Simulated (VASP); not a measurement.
Here is a VASP 6.6.1 calculation.

File INCAR:

```
PREC = Accurate ; ENCUT = 520
EDIFF = 1E-6 ; ISMEAR = 0
SIGMA = 0.01 ; LREAL = False
LASPH = True ; NELM = 60
ALGO = Normal ; ISIF = 2
LWAVE = False ; LCHARG = False
GGA = CA ; NBANDS = 11
```

KPOINTS

```
regular mesh
0
Gamma
  8 8 8
```

File POSCAR:

```
SiC
1.0
    0.0000000000      2.1536629462      2.1536629462
    2.1536629462      0.0000000000      2.1536629462
    2.1536629462      2.1536629462      0.0000000000
Si C
1 1
Direct
    0.0000000000      0.0000000000      0.0000000000
    0.7500000000      0.7500000000      0.7500000000
```

Potentials or basis: VASP PAW LDA potentials, release 64 (Si, C).

The run is started by

```bash
$ cat potpaw_LDA.64/Si/POTCAR potpaw_LDA.64/C/POTCAR > POTCAR
$ mpirun -np 1 vasp_std > vasp.out
```

(1) Estimate the pressure.

(2) Predict the band gap on the k mesh.

## Answers

(1) 4.0 GPa.

(2) 1.27 eV, indirect (least direct gap 4.53 eV).
